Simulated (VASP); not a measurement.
Here is a VASP 6.6.1 calculation.

INCAR

```
SYSTEM = Ga15N15F
ALGO = Normal
EDIFF = 1E-7
ENCUT = 520
GGA = PE
ISIF = 2
ISMEAR = 0
LASPH = .True.
LCHARG = .False.
LREAL = Auto
LWAVE = .False.
NBANDS = 160
NELECT = 276.0
NELM = 100
PREC = Accurate
SIGMA = 0.01
```

The input KPOINTS:

```
Automatic mesh
0
Gamma
  1 1 1
  0.25 0.25 0.25
```

POSCAR

```
Ga15N15F
1.0
    6.4372426918      0.0000000000      0.0000000000
   -3.2186213459      5.5748157015      0.0000000000
    0.0000000000      0.0000000000     10.4870679887
Ga F N
15 1 15
Direct
    0.3382859515      0.1668202149      0.2312480426
    0.1456932991      0.3423865315      0.5073442882
    0.3449233858      0.1713366909      0.7477457431
    0.1666125936      0.3351356161      0.9980084130
    0.3356664378      0.6654741806      0.2476977431
    0.1510417234      0.8117418711      0.5069858309
    0.3356583219      0.6663166040      0.7534617805
    0.1669836827      0.8351662285      0.9978321710
    0.8343512601      0.1597631663      0.2489988339
    0.8352361013      0.1650886968      0.7496072741
    0.6716822403      0.3374985146      0.9976378183
    0.8350443815      0.6697639665      0.2490686078
    0.6487512990      0.8246842889      0.5091407716
    0.8359595239      0.6665964584      0.7501004423
    0.6654912831      0.8339194360      0.9984841484
    0.3250191563      0.1647778294      0.4341937260
    0.1689604014      0.3326855884      0.1887424926
    0.3361945207      0.1702573965      0.9398024439
    0.1706557778      0.3326888073      0.6891148424
    0.3263689800      0.6631175450      0.4380018377
    0.1686870235      0.8317727048      0.1891339820
    0.3321569000      0.6673555744      0.9394971751
    0.1717574673      0.8368962041      0.6896803697
    0.8443402662      0.1341005706      0.4330976216
    0.6742299023      0.3354709265      0.1915733450
    0.8343962067      0.1671723335      0.9393175189
    0.6767103368      0.3371794295      0.6984425097
    0.8499495611      0.7188307202      0.4321105104
    0.6648456046      0.8301403910      0.1858610350
    0.8352014570      0.6699736141      0.9398369183
    0.6661655242      0.8313229573      0.6928019251
```

Potentials or basis: VASP PAW PBE potentials, release 64 (Ga_d, F, N).

Run with:

```bash
$ cat potpaw_PBE.64/Ga_d/POTCAR potpaw_PBE.64/F/POTCAR potpaw_PBE.64/N/POTCAR > POTCAR
$ mpirun -np 1 vasp_std > vasp.out
```

Q: What does it give for the largest force?

A: 0.150 eV/Å.

Forces on the atoms (eV/Å):
```
Ga  -0.034  0.035 -0.046
Ga  -0.018 -0.045 -0.010
Ga  -0.097  0.037 -0.017
Ga   0.010 -0.011 -0.011
Ga  -0.025  0.018 -0.017
Ga  -0.008 -0.127 -0.008
Ga  -0.039  0.017  0.006
Ga   0.089 -0.031  0.020
Ga  -0.045  0.040  0.023
Ga  -0.037  0.023  0.019
Ga   0.064 -0.047  0.012
Ga  -0.095  0.053  0.047
Ga   0.086 -0.008 -0.018
Ga  -0.065  0.078 -0.051
Ga   0.025 -0.007  0.018
F    0.008 -0.024  0.046
N   -0.045  0.008  0.052
N    0.054 -0.052 -0.042
N    0.039  0.002  0.028
N   -0.069  0.077 -0.003
N    0.032  0.046 -0.049
N   -0.002  0.001 -0.017
N    0.011 -0.010 -0.066
N    0.135 -0.064 -0.012
N   -0.019 -0.043 -0.006
N    0.018  0.006  0.046
N    0.036 -0.029  0.011
N   -0.007  0.049  0.050
N   -0.013  0.018  0.011
N   -0.004 -0.013 -0.034
N    0.015  0.005  0.018
```

Caveat: the k points lie up to 1.13 Å⁻¹ apart; the cell carries a net charge on a neutralising background, which shifts energy and pressure.
